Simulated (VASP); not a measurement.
# Be in VASP: further runs

Runs on Be. Level: PBEsol. Tasks: single point.

All numbers are computed with VASP 6.6.1; they aren't measurements. Logs are shortened: lines on timing, memory, paths and dates and some standing lists are left out, and cuts for length are marked.

## (1) The cell of the first run

Symmetry: Fd-3m, No. 227, cubic system. Conventional cell: a = 4.293 Å, b = 4.293 Å, c = 4.293 Å, α = 90.00°, β = 90.00°, γ = 90.00°. Within 2.5 Å of Be (site symmetry -43m) lie 4 Be at 1.86 Å.

This isn't the form of Be at room conditions, which is hcp.

## (2) Single point, PBEsol

File INCAR:

```
SYSTEM = Be
PREC     = Accurate       ! precision mode
ENCUT    = 520            ! plane-wave cutoff, eV
EDIFF    = 1E-6           ! SCF threshold, eV
ISMEAR   = -1             ! smearing method
SIGMA    = 0.05           ! smearing width, eV
LREAL    = .FALSE.        ! projectors in reciprocal space
LASPH    = .TRUE.         ! aspherical terms in the spheres
NELM     = 60             ! most SCF steps
ALGO     = Normal         ! electronic algorithm
ISIF     = 2              ! what is computed and relaxed
LWAVE    = .FALSE.        ! write WAVECAR
LCHARG   = .FALSE.        ! write CHGCAR
GGA      = PS             ! functional
NBANDS   = 9              ! bands
```

File KPOINTS:

```
Automatic mesh
0
G
  12 12 12
  0 0 0
```

File POSCAR:

```
Be
1.0
    0.0000000000      2.1463250724      2.1463250724
    2.1463250724      0.0000000000      2.1463250724
    2.1463250724      2.1463250724      0.0000000000
Be
2
Direct
   -0.1250000000     -0.1250000000     -0.1250000000
    0.1250000000      0.1250000000      0.1250000000
```

Potentials or basis: VASP PAW PBE potentials, release 64 (Be).

The run is started by

```
cat potpaw_PBE.64/Be/POTCAR > POTCAR
mpirun -np 1 vasp_std > vasp.out
```

OUTCAR:

```text
SYSTEM = Be
   PREC = Accurate
   ENCUT = 520
   EDIFF = 1E-6
   ISMEAR = -1
   LREAL = .FALSE.
   LASPH = .TRUE.
   NELM = 60
   ISIF = 2
   GGA = PS

 ion  position               nearest neighbor table
   1  0.875  0.875  0.875-   2 1.86   2 1.86   2 1.86   2 1.86
   2  0.125  0.125  0.125-   1 1.86   1 1.86   1 1.86   1 1.86

  LATTYP: Found a face centered cubic cell.
 ALAT       =     4.2926501448

  Lattice vectors:

 A1 = (   0.0000000000,   2.1463250724,   2.1463250724)
 A2 = (   2.1463250724,   0.0000000000,   2.1463250724)
 A3 = (   2.1463250724,   2.1463250724,   0.0000000000)

Analysis of symmetry for initial positions (statically):
=====================================================================
 Subroutine PRICEL returns:
 Original cell was already a primitive cell.

 Routine SETGRP: Setting up the symmetry group for a
 face centered cubic supercell.

 Subroutine GETGRP returns: Found 48 space group operations
 (whereof 12 operations were pure point group operations)
 out of a pool of 48 trial point group operations.

The static configuration has the point symmetry D_3d.
 The point group associated with its full space group is O_h .

Analysis of symmetry for dynamics (positions and initial velocities):
=====================================================================
 Subroutine PRICEL returns:
 Original cell was already a primitive cell.

 Routine SETGRP: Setting up the symmetry group for a
 face centered cubic supercell.

 Subroutine GETGRP returns: Found 48 space group operations
 (whereof 12 operations were pure point group operations)
 out of a pool of 48 trial point group operations.

The dynamic configuration has the point symmetry D_3d.
 The point group associated with its full space group is O_h .

 Subroutine INISYM returns: Found 48 space group operations
 (whereof 12 operations are pure point group operations),
 and found     1 'primitive' translations

----------------------------------------------------------------------------------------

                                     Primitive cell

  volume of cell :      19.7750

  direct lattice vectors                    reciprocal lattice vectors
     0.000000000  2.146325072  2.146325072    -0.232956324  0.232956324  0.232956324
     2.146325072  0.000000000  2.146325072     0.232956324 -0.232956324  0.232956324
     2.146325072  2.146325072  0.000000000     0.232956324  0.232956324 -0.232956324

  length of vectors
     3.035362027  3.035362027  3.035362027     0.403492190  0.403492190  0.403492190

  position of ions in fractional coordinates (direct lattice)
     0.875000000  0.875000000  0.875000000
     0.125000000  0.125000000  0.125000000

  ion indices of the primitive-cell ions
   primitive index   ion index
                 1           1
                 2           2

----------------------------------------------------------------------------------------

 KPOINTS: Automatic mesh

Automatic generation of k-mesh.
 Grid dimensions read from file:
 generate k-points for:   12   12   12

 Generating k-lattice:

  Cartesian coordinates                     Fractional coordinates (reciprocal lattice)
    -0.019413027  0.019413027  0.019413027     0.083333333  0.000000000  0.000000000
     0.019413027 -0.019413027  0.019413027     0.000000000  0.083333333  0.000000000
     0.019413027  0.019413027 -0.019413027     0.000000000  0.000000000  0.083333333

  Length of vectors
     0.033624349  0.033624349  0.033624349

  Shift w.r.t. Gamma in fractional coordinates (k-lattice)
     0.000000000  0.000000000  0.000000000

 Subroutine IBZKPT returns following result:
 ===========================================

 Found     72 irreducible k-points:

 Following reciprocal coordinates:
            Coordinates               Weight
  0.000000  0.000000  0.000000      1.000000
  0.083333  0.000000  0.000000      8.000000
  0.166667  0.000000  0.000000      8.000000
  0.250000  0.000000  0.000000      8.000000
  0.333333  0.000000  0.000000      8.000000
  0.416667  0.000000  0.000000      8.000000
[... 16 lines left out ...]
  0.500000  0.166667  0.000000     24.000000
 -0.416667  0.166667  0.000000     24.000000
 [... further k-points ...]
   k-points           NKPTS =     72   k-points in BZ     NKDIM =     72   number of bands    NBANDS=      9
   number of dos      NEDOS =    301   number of ions     NIONS =      2
   total plane-waves  NPLWV =  13824
   dimension x,y,z NGX =    24 NGY =   24 NGZ =   24
   dimension x,y,z NGXF=    48 NGYF=   48 NGZF=   48
   ions per type =               2
   NGX,Y,Z   is equivalent  to a cutoff of  13.14, 13.14, 13.14 a.u.
   NGXF,Y,Z  is equivalent  to a cutoff of  26.29, 26.29, 26.29 a.u.
 SYSTEM =  Be
   PREC   = accura    normal or accurate (medium, high low for compatibility)
   ISTART =      0    job   : 0-new  1-cont  2-samecut
   ICHARG =      2    charge: 1-file 2-atom 10-const
   ISPIN  =      1    spin polarized calculation?
   LNONCOLLINEAR =      F non collinear calculations
   LSORBIT =      F    spin-orbit coupling
   LASPH  =      T    aspherical Exc in radial PAW
   ENCUT  =  520.0 eV  38.22 Ry    6.18 a.u.   5.64  5.64  5.64*2*pi/ulx,y,z
   NELM   =     60;   NELMIN=  2; NELMDL= -5     # of ELM steps
   EDIFF  = 0.1E-05   stopping-criterion for ELM
   LREAL  =      F    real-space projection
   EDIFFG = 0.1E-04   stopping-criterion for IOM
   NSW    =      0    number of steps for IOM
   IBRION =     -1    ionic relax: 0-MD 1-quasi-New 2-CG
   NFREE  =      0    steps in history (QN), initial steepest desc. (CG)
   ISIF   =      2    stress and relaxation
   ISYM   =      2    0-nonsym 1-usesym 2-fastsym
   POTIM  = 0.5000    time-step for ionic-motion
   TEBEG  =    0.0;   TEEND  =   0.0 temperature during run
   PSTRESS=    0.0 pullay stress
   NELECT =       4.0000    total number of electrons
   NUPDOWN=      -1.0000    fix difference up-down
   EMIN   =  10.00;   EMAX   =-10.00  energy-range for DOS
   EFERMI =   0.00;   METHOD = LEGACY
   ISMEAR =    -1;   SIGMA  =   0.05  broadening in eV -4-tet -1-fermi 0-gaus
   EFERMI_NEDOS =   21; number of points for ismear=-14 and -15
   IALGO  =     38    algorithm
   IMIX   =      4    mixing-type and parameters
     AMIX     =   0.40;   BMIX     =  1.00
     AMIX_MAG =   1.60;   BMIX_MAG =  1.00
  volume/ion in A,a.u.               =       9.89        66.72
  Fermi-wavevector in a.u.,A,eV,Ry     =   0.960998  1.816024 12.565224  0.923518
  Thomas-Fermi vector in A             =   2.090332
   LORBIT       =      0    0 simple, 1 ext, 2 COOP (PROOUT), +10 PAW based schemes
   GGA     = PS    functional components
   LHFCALC =     F    Hartree Fock is set to
   AEXX    =    0.0000 exact exchange contribution
   IVDW    =     0    specifies the selected vdW correction
   LEPSILON=     F    determine dielectric tensor
   LRPA    =     F    only Hartree local field effects (RPA)
 non-spin polarized calculation
  energy-cutoff  :      520.00
  volume of cell :       19.77
 maximum number of plane-waves:       547
   NGX = 11   NGY = 11   NGZ = 11

 number of electron       4.0000000 magnetization

 Free energy of the ion-electron system (eV)
  ---------------------------------------------------
  ext. energy  EPLUGINS =         0.00000000
  ---------------------------------------------------
  free energy    TOTEN  =        -3.90446089 eV

  energy without entropy =       -3.89741146  energy(sigma->0) =       -3.90093618

 E-fermi :   4.2295     XC(G=0):  -9.7937

 val. band max:        4.2216769543   @ k =  -0.3333   0.2500   0.0000
 cond. band min:       4.2489371566   @ k =   0.5000   0.3333   0.1667
 fundamental gap:      0.0272602023
 Fermi energy:         4.2294963901

 k-point     1 :       0.0000    0.0000    0.0000
  band No.  band energies     occupation
      1      -4.8541      2.00000
      2      10.5157      0.00000
      3      10.5157      0.00000
      4      10.5157      0.00000
      5      13.4124      0.00000
      6      13.4124      0.00000
      7      13.4124      0.00000
      8      23.4770      0.00000
      9      23.5086      0.00000

 k-point     2 :       0.0833    0.0000    0.0000
  band No.  band energies     occupation
      1      -4.7261      2.00000
      2       9.3379      0.00000
      3      10.1635      0.00000
      4      10.1635      0.00000
      5      13.8662      0.00000
      6      13.8662      0.00000
      7      14.4130      0.00000
      8      22.3416      0.00000
      9      22.9216      0.00000

 k-point     3 :       0.1667    0.0000    0.0000
  band No.  band energies     occupation
      1      -4.3430      2.00000
      2       7.3213      0.00000
      3       9.5106      0.00000
      4       9.5106      0.00000
      5      14.6800      0.00000
      6      14.6800      0.00000
      7      15.9101      0.00000
      8      21.0159      0.00000
      9      21.7609      0.00000

 k-point     4 :       0.2500    0.0000    0.0000
  band No.  band energies     occupation
      1      -3.7077      2.00000
      2       5.2380      0.00000
      3       8.9163      0.00000
      4       8.9163      0.00000
      5      15.1194      0.00000
      6      15.1194      0.00000
      7      17.1780      0.00000
      8      20.0053      0.00000
      9      21.8072      0.00000
[... 205 lines left out ...]
 k-point    22 :       0.4167    0.1667    0.0000
  band No.  band energies     occupation
      1      -2.0149      2.00000
      2       2.9935      2.00000
      3       6.8039      0.00000
      4       7.2562      0.00000
      5      13.4634      0.00000
      6      17.2771      0.00000
      7      17.5333      0.00000
      8      20.4479      0.00000
      9      23.6165      0.00000

 k-point    23 :       0.5000    0.1667    0.0000
  band No.  band energies     occupation
      1      -0.8600      2.00000
      2       1.3502      2.00000
      3       6.5941      0.00000
      4       6.9304      0.00000
      5      13.4910      0.00000
      6      16.9868      0.00000
      7      18.6679      0.00000
      8      21.0962      0.00000
      9      23.6043      0.00000

 k-point    24 :      -0.4167    0.1667    0.0000
  band No.  band energies     occupation
      1      -0.5004      2.00000
      2       0.9239      2.00000
      3       6.1298      0.00000
      4       7.3033      0.00000
      5      13.7767      0.00000
      6      16.5328      0.00000
      7      19.5110      0.00000
      8      21.1872      0.00000
      9      24.1031      0.00000

 [... further k-points ...]

------------------------ aborting loop because EDIFF is reached ----------------------------------------

  FORCE on cell =-STRESS in cart. coord.  units (eV):
  Direction    XX          YY          ZZ          XY          YZ          ZX
  --------------------------------------------------------------------------------------
  -------------------------------------------------------------------------------------
  Total        4.0705499      4.0705499      4.0705499     -0.0000000      0.0000000     -0.0000000
  in kB      329.7973605    329.7973605    329.7973605     -0.0000000      0.0000000     -0.0000000
  external PRESSURE =     329.7973605 kB  Pullay stress =       0.0000000 kB

 VOLUME and BASIS-vectors are now :
 -----------------------------------------------------------------------------
  energy-cutoff  :      520.00
  volume of cell :       19.77
      direct lattice vectors                 reciprocal lattice vectors
     0.000000000  2.146325072  2.146325072    -0.232956324  0.232956324  0.232956324
     2.146325072  0.000000000  2.146325072     0.232956324 -0.232956324  0.232956324
     2.146325072  2.146325072  0.000000000     0.232956324  0.232956324 -0.232956324

 POSITION                                       TOTAL-FORCE (eV/Angst)
 -----------------------------------------------------------------------------------
      3.75607      3.75607      3.75607         0.000000      0.000000      0.000000
      0.53658      0.53658      0.53658        -0.000000     -0.000000     -0.000000
 -----------------------------------------------------------------------------------
    total drift:                                0.000000      0.000000      0.000000

  FREE ENERGIE OF THE ION-ELECTRON SYSTEM (eV)
  ---------------------------------------------------
  free  energy   TOTEN  =        -3.9044608894 eV

  energy  without entropy=       -3.8974114614  energy(sigma->0) =       -3.90093618
```

Wall time 13 s (1 thread of Intel Xeon 8259CL, shared host); peak memory 0.13 GiB.

What came out:

```yaml
Free_energy: -3.9045 eV
Pressure: 33.0 GPa
Band_gap_on_the_k_mesh: zero (bands 2 and 3 overlap by 8.19 eV)
```

Levels at points of the mesh, in eV from the Fermi level:
| k point | band 1 | band 2 | band 3 | band 4 | band 5 |
| --- | --- | --- | --- | --- | --- |
| (0.00, 0.00, 0.00) | -9.08 | 6.29 | 6.29 | 6.29 | 9.18 |
| (0.50, 0.00, 0.00) | -5.05 | -3.89 | 3.90 | 3.90 | 10.39 |
| (0.50, 0.50, 0.00) | -2.89 | -2.89 | 0.65 | 0.65 | 8.00 |

Caveat: the cell stands under pressure; the PAW data sets were made with another functional, which shifts forces and pressure a little.

## (3) Single point, PBEsol (shortest bond scaled by 0.94)

File INCAR:

```
PREC = Accurate ; ENCUT = 520
EDIFF = 1E-6 ; ISMEAR = -1
SIGMA = 0.05 ; LREAL = F
LASPH = T ; NELM = 60
ALGO = Normal ; ISIF = 2
LWAVE = F ; LCHARG = F
GGA = PS ; NBANDS = 9
```

File KPOINTS:

```
regular mesh
0
Gamma
  12 12 12
```

File POSCAR:

```
Be
1.0
    0.0000000000      2.1463250724      2.1463250724
    2.1463250724      0.0000000000      2.1463250724
    2.1463250724      2.1463250724      0.0000000000
Be
2
Direct
   -0.1475000000     -0.1175000000     -0.1175000000
    0.1475000000      0.1175000000      0.1175000000
```

Potentials or basis: VASP PAW PBE potentials, release 64 (Be).

The run is started by

```
cat potpaw_PBE.64/Be/POTCAR > POTCAR
mpirun -np 1 vasp_std > vasp.out
```

It took 29 s on 1 thread of Intel Xeon 8259CL, shared host; peak memory 0.15 GiB.

The run converged. Its results:

```
Free energy            : -3.8262 eV
Pressure               : 33.7 GPa
Largest force          : 1.519 eV/Å
Band gap on the k mesh : zero (bands 2 and 3 overlap by 7.34 eV)
```

Forces on the atoms (eV/Å):
```
Be  -0.877  0.877  0.877
Be   0.877 -0.877 -0.877
```

Stress tensor (GPa, compression positive):
```
 33.66 -10.48 -10.48
-10.48  33.66  10.48
-10.48  10.48  33.66
```

Levels at points of the mesh, in eV from the Fermi level:
| k point | band 1 | band 2 | band 3 | band 4 | band 5 |
| --- | --- | --- | --- | --- | --- |
| (0.00, 0.00, 0.00) | -9.08 | 5.38 | 6.80 | 6.80 | 8.80 |
| (0.50, 0.00, 0.00) | -5.06 | -3.97 | 3.97 | 3.97 | 10.63 |
| (0.00, 0.50, 0.00) | -5.03 | -3.85 | 3.44 | 4.38 | 9.64 |
| (0.50, 0.50, 0.00) | -3.02 | -2.76 | 0.58 | 0.77 | 7.90 |

Caveat: the cell differs from its parent crystal (shortest bond scaled by 0.94); the cell stands under pressure; the PAW data sets were made with another functional, which shifts forces and pressure a little.

The gap in the log of VASP goes by the Fermi energy; the results here count the filled bands.